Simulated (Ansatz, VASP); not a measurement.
Sr3Ti2O3: VASP beside Ansatz

```
CELL_PARAMETERS angstrom
6.63541 0.00000 0.00000
-3.31771 5.74644 0.00000
0.00000 0.00000 5.24169
ATOMIC_POSITIONS crystal
Sr 0.34228 0.00000 0.50000
Sr 0.65772 0.65772 0.50000
Sr 0.00000 0.34228 0.50000
Ti 0.33333 0.66667 0.00000
Ti 0.66667 0.33333 0.00000
O 0.44945 0.00000 0.00000
O 0.55055 0.55055 0.00000
O 0.00000 0.44945 0.00000
```

Alike in both runs: functional PBE; k mesh 6 × 6 × 6; occupations gaussian, width 0.1 eV; no spin polarisation.

Ansatz relaxed the structure, and its values are those at the end. VASP's run is a single point on that final structure, the one shown.

|  | VASP | Ansatz |
| --- | --- | --- |
| version | VASP 6.6.1 | Ansatz 0.2.0 |
| potentials or method | VASP PAW PBE potentials, release 64 (Sr_sv, Ti_sv, O), cutoff 520 eV | scalar-relativistic, plane waves, PAW |
| valence electrons in the cell | 72 | 72 |

```tsv
	VASP	Ansatz	Ansatz less VASP
gap on the k mesh at the Fermi level (eV)	none	none	-
pressure (GPa)	0.2	0.0	-0.18
rms of the force components (eV/Å)	0.004	0.001	-0.0036
```

A gap of «none» marks a metal or a gap that the smearing closes.
